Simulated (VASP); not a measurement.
# Cs (Im-3m) in VASP: notebook

Runs on Cs. Level: LDA. Tasks: single point.

Program: VASP 6.6.1. These are calculated values, not measurements. Logs are shortened: lines on timing, memory, paths and dates and some standing lists are left out, and cuts for length are marked.

**1. The cell of the first run**

The structure is cubic, space group Im-3m (No. 229). The conventional cell has a = 5.844 Å, b = 5.844 Å, c = 5.844 Å, α = 90.00°, β = 90.00°, γ = 90.00°.

**2. Single point, LDA (volume scaled by 1.04)**

Contents of INCAR:

```
SYSTEM = Cs
PREC = Accurate
ENCUT = 520
EDIFF = 1E-6
ISMEAR = -1
SIGMA = 0.1
LREAL = .FALSE.
LASPH = .TRUE.
NELM = 100
ALGO = Normal
ISIF = 2
LWAVE = .FALSE.
LCHARG = .FALSE.
GGA = CA
NBANDS = 10
```

Contents of KPOINTS:

```
regular mesh
0
G
  13 13 13
  0 0 0
```

Contents of POSCAR:

```
Cs
1.0
   -2.9220338240      2.9220338240      2.9220338240
    2.9220338240     -2.9220338240      2.9220338240
    2.9220338240      2.9220338240     -2.9220338240
Cs
1
Direct
    0.0000000000      0.0000000000      0.0000000000
```

Potentials or basis: VASP PAW LDA potentials, release 64 (Cs_sv).

Command:

```
cat potpaw_LDA.64/Cs_sv/POTCAR > POTCAR
mpirun -np 1 vasp_std > vasp.out
```

OUTCAR:

```text
SYSTEM = Cs
   PREC = Accurate
   ENCUT = 520
   EDIFF = 1E-6
   ISMEAR = -1
   LREAL = .FALSE.
   LASPH = .TRUE.
   NELM = 100
   ISIF = 2
   GGA = CA

 ion  position               nearest neighbor table
   1  0.000  0.000  0.000-

  LATTYP: Found a body centered cubic cell.
 ALAT       =     5.8440676480

  Lattice vectors:

 A1 = (  -2.9220338240,   2.9220338240,   2.9220338240)
 A2 = (   2.9220338240,  -2.9220338240,   2.9220338240)
 A3 = (   2.9220338240,   2.9220338240,  -2.9220338240)

Analysis of symmetry for initial positions (statically):
=====================================================================
 Subroutine PRICEL returns:
 Original cell was already a primitive cell.

 Routine SETGRP: Setting up the symmetry group for a
 body centered cubic supercell.

 Subroutine GETGRP returns: Found 48 space group operations
[... 9 lines left out ...]

 Routine SETGRP: Setting up the symmetry group for a
 body centered cubic supercell.

 Subroutine GETGRP returns: Found 48 space group operations
 (whereof 48 operations were pure point group operations)
 out of a pool of 48 trial point group operations.

The dynamic configuration has the point symmetry O_h .

 Subroutine INISYM returns: Found 48 space group operations
 (whereof 48 operations are pure point group operations),
 and found     1 'primitive' translations

----------------------------------------------------------------------------------------

                                     Primitive cell

  volume of cell :      99.7966

  direct lattice vectors                    reciprocal lattice vectors
    -2.922033824  2.922033824  2.922033824     0.000000000  0.171113693  0.171113693
     2.922033824 -2.922033824  2.922033824     0.171113693  0.000000000  0.171113693
     2.922033824  2.922033824 -2.922033824     0.171113693  0.171113693  0.000000000

  length of vectors
     5.061111045  5.061111045  5.061111045     0.241991306  0.241991306  0.241991306

  position of ions in fractional coordinates (direct lattice)
     0.000000000  0.000000000  0.000000000

  ion indices of the primitive-cell ions
   primitive index   ion index
                 1           1

----------------------------------------------------------------------------------------

 KPOINTS: regular mesh

Automatic generation of k-mesh.
 Grid dimensions read from file:
 generate k-points for:   13   13   13

 Generating k-lattice:

  Cartesian coordinates                     Fractional coordinates (reciprocal lattice)
     0.000000000  0.013162592  0.013162592     0.076923077  0.000000000  0.000000000
     0.013162592  0.000000000  0.013162592     0.000000000  0.076923077  0.000000000
     0.013162592  0.013162592  0.000000000     0.000000000  0.000000000  0.076923077

  Length of vectors
     0.018614716  0.018614716  0.018614716

  Shift w.r.t. Gamma in fractional coordinates (k-lattice)
     0.000000000  0.000000000  0.000000000

 Subroutine IBZKPT returns following result:
 ===========================================

 Found     84 irreducible k-points:

 Following reciprocal coordinates:
            Coordinates               Weight
  0.000000  0.000000  0.000000      1.000000
  0.076923  0.000000  0.000000     12.000000
  0.153846  0.000000  0.000000     12.000000
  0.230769  0.000000  0.000000     12.000000
  0.307692  0.000000  0.000000     12.000000
  0.384615  0.000000  0.000000     12.000000
[... 16 lines left out ...]
  0.153846  0.076923  0.076923     24.000000
  0.230769  0.076923  0.076923     24.000000
 [... further k-points ...]
   k-points           NKPTS =     84   k-points in BZ     NKDIM =     84   number of bands    NBANDS=     10
   number of dos      NEDOS =    301   number of ions     NIONS =      1
   total plane-waves  NPLWV =  64000
   dimension x,y,z NGX =    40 NGY =   40 NGZ =   40
   dimension x,y,z NGXF=    80 NGYF=   80 NGZF=   80
   ions per type =               1
   NGX,Y,Z   is equivalent  to a cutoff of  13.14, 13.14, 13.14 a.u.
   NGXF,Y,Z  is equivalent  to a cutoff of  26.28, 26.28, 26.28 a.u.
 SYSTEM =  Cs
   PREC   = accura    normal or accurate (medium, high low for compatibility)
   ISTART =      0    job   : 0-new  1-cont  2-samecut
   ICHARG =      2    charge: 1-file 2-atom 10-const
   ISPIN  =      1    spin polarized calculation?
   LNONCOLLINEAR =      F non collinear calculations
   LSORBIT =      F    spin-orbit coupling
   LASPH  =      T    aspherical Exc in radial PAW
   ENCUT  =  520.0 eV  38.22 Ry    6.18 a.u.   9.41  9.41  9.41*2*pi/ulx,y,z
   NELM   =    100;   NELMIN=  2; NELMDL= -5     # of ELM steps
   EDIFF  = 0.1E-05   stopping-criterion for ELM
   LREAL  =      F    real-space projection
   EDIFFG = 0.1E-04   stopping-criterion for IOM
   NSW    =      0    number of steps for IOM
   IBRION =     -1    ionic relax: 0-MD 1-quasi-New 2-CG
   NFREE  =      0    steps in history (QN), initial steepest desc. (CG)
   ISIF   =      2    stress and relaxation
   ISYM   =      2    0-nonsym 1-usesym 2-fastsym
   POTIM  = 0.5000    time-step for ionic-motion
   TEBEG  =    0.0;   TEEND  =   0.0 temperature during run
   PSTRESS=    0.0 pullay stress
   NELECT =       9.0000    total number of electrons
   NUPDOWN=      -1.0000    fix difference up-down
   EMIN   =  10.00;   EMAX   =-10.00  energy-range for DOS
   EFERMI =   0.00;   METHOD = LEGACY
   ISMEAR =    -1;   SIGMA  =   0.10  broadening in eV -4-tet -1-fermi 0-gaus
   EFERMI_NEDOS =   21; number of points for ismear=-14 and -15
   IALGO  =     38    algorithm
   IMIX   =      4    mixing-type and parameters
     AMIX     =   0.40;   BMIX     =  1.00
     AMIX_MAG =   1.60;   BMIX_MAG =  1.00
  volume/ion in A,a.u.               =      99.80       673.46
  Fermi-wavevector in a.u.,A,eV,Ry     =   0.734148  1.387339  7.333182  0.538974
  Thomas-Fermi vector in A             =   1.827030
   LORBIT       =      0    0 simple, 1 ext, 2 COOP (PROOUT), +10 PAW based schemes
   GGA     = CA    functional components
   LHFCALC =     F    Hartree Fock is set to
   AEXX    =    0.0000 exact exchange contribution
   IVDW    =     0    specifies the selected vdW correction
   LEPSILON=     F    determine dielectric tensor
   LRPA    =     F    only Hartree local field effects (RPA)
 non-spin polarized calculation
  energy-cutoff  :      520.00
  volume of cell :       99.80
 maximum number of plane-waves:      2731
 NGX is ok and might be reduce to    40
   NGX = 19   NGY = 19   NGZ = 19

 number of electron       9.0000001 magnetization

 Free energy of the ion-electron system (eV)
  ---------------------------------------------------
  ext. energy  EPLUGINS =         0.00000000
  ---------------------------------------------------
  free energy    TOTEN  =        -1.01303310 eV

  energy without entropy =       -0.97273833  energy(sigma->0) =       -0.99288572

 E-fermi :   0.6518     XC(G=0):  -5.9197

 val. band max:        0.6451466352   @ k =  -0.4615   0.4615   0.0769
 cond. band min:       0.6526523567   @ k =  -0.3846   0.4615   0.0769
 fundamental gap:      0.0075057215
 Fermi energy:         0.6518416397

 k-point     1 :       0.0000    0.0000    0.0000
  band No.  band energies     occupation
      1     -23.0855      2.00000
      2      -9.7916      2.00000
      3      -9.7916      2.00000
      4      -9.7916      2.00000
      5      -1.1709      2.00000
      6       3.1630      0.00000
      7       3.1630      0.00000
      8       3.1630      0.00000
      9       4.1721      0.00000
     10       4.1721      0.00000

 k-point     2 :       0.0769    0.0000    0.0000
  band No.  band energies     occupation
      1     -23.0848      2.00000
      2      -9.8054      2.00000
      3      -9.7959      2.00000
      4      -9.7917      2.00000
      5      -1.0940      2.00000
      6       3.0837      0.00000
      7       3.1055      0.00000
      8       3.2406      0.00000
      9       4.0371      0.00000
     10       4.1582      0.00000

 k-point     3 :       0.1538    0.0000    0.0000
  band No.  band energies     occupation
      1     -23.0827      2.00000
      2      -9.8429      2.00000
      3      -9.8078      2.00000
      4      -9.7918      2.00000
      5      -0.8715      2.00000
      6       2.8711      0.00000
      7       2.8914      0.00000
      8       3.4709      0.00000
      9       3.9121      0.00000
     10       4.1401      0.00000

 k-point     4 :       0.2308    0.0000    0.0000
  band No.  band energies     occupation
      1     -23.0797      2.00000
      2      -9.8946      2.00000
      3      -9.8244      2.00000
      4      -9.7921      2.00000
      5      -0.5290      1.99999
      6       2.5059      0.00000
      7       2.6669      0.00000
      8       3.8470      0.00000
      9       3.9647      0.00000
     10       4.1612      0.00000

 k-point     5 :       0.3077    0.0000    0.0000
  band No.  band energies     occupation
      1     -23.0765      2.00000
      2      -9.9481      2.00000
      3      -9.8418      2.00000
      4      -9.7923      2.00000
      5      -0.1132      1.99905
      6       2.1618      0.00000
      7       2.4671      0.00000
      8       4.0743      0.00000
      9       4.2528      0.00000
     10       4.3567      0.00000

 k-point     6 :       0.3846    0.0000    0.0000
  band No.  band energies     occupation
      1     -23.0738      2.00000
      2      -9.9913      2.00000
      3      -9.8562      2.00000
      4      -9.7925      2.00000
      5       0.2960      1.94461
      6       1.9130      0.00001
      7       2.3221      0.00000
      8       4.1040      0.00000
      9       4.4222      0.00000
     10       4.9782      0.00000
[... 183 lines left out ...]
 k-point    21 :       0.3077    0.3077    0.0000
  band No.  band energies     occupation
      1     -23.0706      2.00000
      2      -9.9643      2.00000
      3      -9.9293      2.00000
      4      -9.8197      2.00000
      5       1.3077      0.00283
      6       1.6614      0.00008
      7       1.7787      0.00003
      8       4.2195      0.00000
      9       4.2600      0.00000
     10       4.6281      0.00000

 k-point    22 :       0.0769    0.0769    0.0769
  band No.  band energies     occupation
      1     -23.0814      2.00000
      2      -9.8687      2.00000
      3      -9.8013      2.00000
      4      -9.8013      2.00000
      5      -0.7292      2.00000
      6       2.7151      0.00000
      7       2.7151      0.00000
      8       3.6856      0.00000
      9       4.0639      0.00000
     10       4.0639      0.00000

 k-point    23 :       0.1538    0.0769    0.0769
  band No.  band energies     occupation
      1     -23.0787      2.00000
      2      -9.9121      2.00000
      3      -9.8187      2.00000
      4      -9.8024      2.00000
      5      -0.3944      1.99994
      6       2.4072      0.00000
      7       2.4903      0.00000
      8       4.0501      0.00000
      9       4.0875      0.00000
     10       4.2197      0.00000

 k-point    24 :       0.2308    0.0769    0.0769
  band No.  band energies     occupation
      1     -23.0759      2.00000
      2      -9.9534      2.00000
      3      -9.8409      2.00000
      4      -9.8036      2.00000
      5       0.0201      1.99640
      6       2.1079      0.00000
      7       2.3108      0.00000
      8       4.1622      0.00000
      9       4.3582      0.00000
     10       4.5157      0.00000

 [... further k-points ...]
[... 5 lines left out ...]
  --------------------------------------------------------------------------------------
  -------------------------------------------------------------------------------------
  Total       -0.0673883     -0.0673883     -0.0673883      0.0000000      0.0000000     -0.0000000
  in kB       -1.0818802     -1.0818802     -1.0818802      0.0000000      0.0000000     -0.0000000
  external PRESSURE =      -1.0818802 kB  Pullay stress =       0.0000000 kB

 VOLUME and BASIS-vectors are now :
 -----------------------------------------------------------------------------
  energy-cutoff  :      520.00
  volume of cell :       99.80
      direct lattice vectors                 reciprocal lattice vectors
    -2.922033824  2.922033824  2.922033824     0.000000000  0.171113693  0.171113693
     2.922033824 -2.922033824  2.922033824     0.171113693  0.000000000  0.171113693
     2.922033824  2.922033824 -2.922033824     0.171113693  0.171113693  0.000000000

 POSITION                                       TOTAL-FORCE (eV/Angst)
 -----------------------------------------------------------------------------------
      0.00000      0.00000      0.00000        -0.000000     -0.000000      0.000000
 -----------------------------------------------------------------------------------
    total drift:                               -0.000000     -0.000000     -0.000000

  FREE ENERGIE OF THE ION-ELECTRON SYSTEM (eV)
  ---------------------------------------------------
  free  energy   TOTEN  =        -1.0130331046 eV

  energy  without entropy=       -0.9727383309  energy(sigma->0) =       -0.99288572
```

Run time: 32 s. Hardware: 1 thread of Intel Xeon 6975P-C, shared host; peak memory 0.24 GiB.

Results:

```
Free energy : -1.0130 eV
Pressure    : -0.1 GPa
```

Caveat: spin-orbit coupling is left out, which moves the levels of the heavy elements.

**3. Single point, LDA (volume scaled by 1.08)**

Contents of INCAR:

```
PREC     = Accurate       # precision mode
ENCUT    = 520            # plane-wave cutoff, eV
EDIFF    = 1E-6           # SCF threshold, eV
ISMEAR   = -1             # smearing method
SIGMA    = 0.1            # smearing width, eV
LREAL    = F              # projectors in reciprocal space
LASPH    = T              # aspherical terms in the spheres
NELM     = 60             # most SCF steps
ALGO     = Normal         # electronic algorithm
ISIF     = 2              # what is computed and relaxed
LWAVE    = F              # write WAVECAR
LCHARG   = F              # write CHGCAR
GGA      = CA             # functional
NBANDS   = 10             # bands
```

Contents of KPOINTS:

```
regular mesh
0
Gamma
  13 13 13
```

Contents of POSCAR:

```
Cs
1.0
   -2.9590255209      2.9590255209      2.9590255209
    2.9590255209     -2.9590255209      2.9590255209
    2.9590255209      2.9590255209     -2.9590255209
Cs
1
Direct
    0.0000000000      0.0000000000      0.0000000000
```

Potentials or basis: VASP PAW LDA potentials, release 64 (Cs_sv).

Command:

```
cat potpaw_LDA.64/Cs_sv/POTCAR > POTCAR
mpirun -np 1 vasp_std > vasp.out
```

Wall time 36 s (1 thread of Intel Xeon 6975P-C, shared host); peak memory 0.24 GiB.

It converged, with:

```yaml
Free_energy: -1.0098 eV
Pressure: -0.2 GPa
```

Levels at points of the mesh, in eV from the Fermi level:
```tsv
k point	band 2	band 3	band 4	band 5	band 6	band 7
(0.00, 0.00, 0.00)	-10.47	-10.47	-10.47	-1.78	2.49	2.49
```

Caveat: spin-orbit coupling is left out, which moves the levels of the heavy elements.

**4. Single point, LDA (volume scaled by 1.12)**

Contents of INCAR:

```
ALGO = Normal
EDIFF = 1E-6
ENCUT = 520
ISIF = 2
ISMEAR = -1
LASPH = True
LCHARG = False
LREAL = False
LWAVE = False
NBANDS = 10
NELM = 60
PREC = Accurate
SIGMA = 0.1
```

Contents of KPOINTS:

```
k-points
0
Gamma
  13 13 13
```

Contents of POSCAR:

```
Cs
1.0
   -2.9951147547      2.9951147547      2.9951147547
    2.9951147547     -2.9951147547      2.9951147547
    2.9951147547      2.9951147547     -2.9951147547
Cs
1
Direct
    0.0000000000      0.0000000000      0.0000000000
```

Command:

```
cat potpaw_LDA.64/Cs_sv/POTCAR > POTCAR
mpirun -np 1 vasp_std > vasp.out
```

Wall time 38 s (1 thread of Intel Xeon 6975P-C, shared host); peak memory 0.24 GiB.

The run converged. Its results:

| Item | Value |
| --- | --- |
| Free energy | -1.0048 eV |
| Pressure | -0.2 GPa |

Levels at points of the mesh, in eV from the Fermi level:
```
           k point  band 1  band 2  band 3  band 4  band 5  band 6  band 7  band 8  band 9
(0.00, 0.00, 0.00)  -23.78  -10.50  -10.50  -10.50   -1.75    2.47    2.47    2.47    3.41
```

Caveat: spin-orbit coupling is left out, which moves the levels of the heavy elements.

**5. Overview**

| cell | gap on the mesh (eV) | pressure (GPa) |
| --- | --- | --- |
| a = 5.061 Å, angles 109.5°, 1 atom | none | -0.1 |
| a = 5.125 Å, angles 109.5°, 1 atom | none | -0.2 |
| a = 5.188 Å, angles 109.5°, 1 atom | none | -0.2 |

Alike in all rows: task single point; level LDA; potentials or basis VASP PAW LDA potentials, release 64 (Cs_sv); no spin polarisation; k mesh 13 × 13 × 13; cutoff (eV) 520; smearing fermi-dirac 0.1 eV.

Caveats: spin-orbit coupling is left out, which moves the levels of the heavy elements.

Total energies depend on the potentials used, so only differences within one code and one set of settings carry meaning.
